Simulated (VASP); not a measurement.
Write the native input for VASP 6.6.1 that does the following.

* Task: single point
* Functional: PBE
* Potentials or basis: VASP PAW PBE potentials, release 64 (Ga_d, H)
* Cutoff: 520 eV
* k mesh: 4 × 4 × 4
* Occupations: gaussian, width 0.1 eV
* Spin: no spin polarisation
* Dipole correction: no
* Further INCAR settings: ALGO = Normal; EDIFF = 1e-07; NBANDS = 54

The structure of GaH lies in POSCAR:

```
GaH
1.0
   -3.0519850374      3.0519850374      3.0519850374
    3.0519850374     -3.0519850374      3.0519850374
    3.0519850374      3.0519850374     -3.0519850374
Ga H
6 6
Direct
    0.2500000000      0.6250000000      0.3750000000
    0.3750000000      0.2500000000      0.6250000000
    0.7500000000      0.8750000000      0.1250000000
    0.1250000000      0.7500000000      0.8750000000
    0.6250000000      0.3750000000      0.2500000000
    0.8750000000      0.1250000000      0.7500000000
    0.6250000000      0.7500000000      0.3750000000
    0.2500000000      0.1250000000      0.8750000000
    0.8750000000      0.2500000000      0.1250000000
    0.7500000000      0.3750000000      0.6250000000
    0.3750000000      0.6250000000      0.7500000000
    0.1250000000      0.8750000000      0.2500000000
```

The input as run:

INCAR

```
ALGO = Normal
EDIFF = 1E-7
ENCUT = 520
GGA = PE
ISIF = 2
ISMEAR = 0
LASPH = T
LCHARG = F
LREAL = F
LWAVE = F
NBANDS = 54
NELM = 60
PREC = Accurate
SIGMA = 0.1
```

KPOINTS

```
k-points
0
Gamma
  4 4 4
```

Potentials or basis: VASP PAW PBE potentials, release 64 (Ga_d, H).

Run with:

```sh
$ cat potpaw_PBE.64/Ga_d/POTCAR potpaw_PBE.64/H/POTCAR > POTCAR
$ mpirun -np 1 vasp_std > vasp.out
```

Results of the run:

* Pressure: 21.6 GPa
* Band gap on the k mesh: zero (bands 42 and 43 overlap by 2.82 eV)

Caveat: the k points lie up to 0.36 Å⁻¹ apart, too coarse for converged energies and pressures of a metal.

It took 52 s on 1 thread of Intel(R) Xeon(R) Platinum 8488C (Sapphire Rapids) (shared host), peak memory 0.25 GiB.
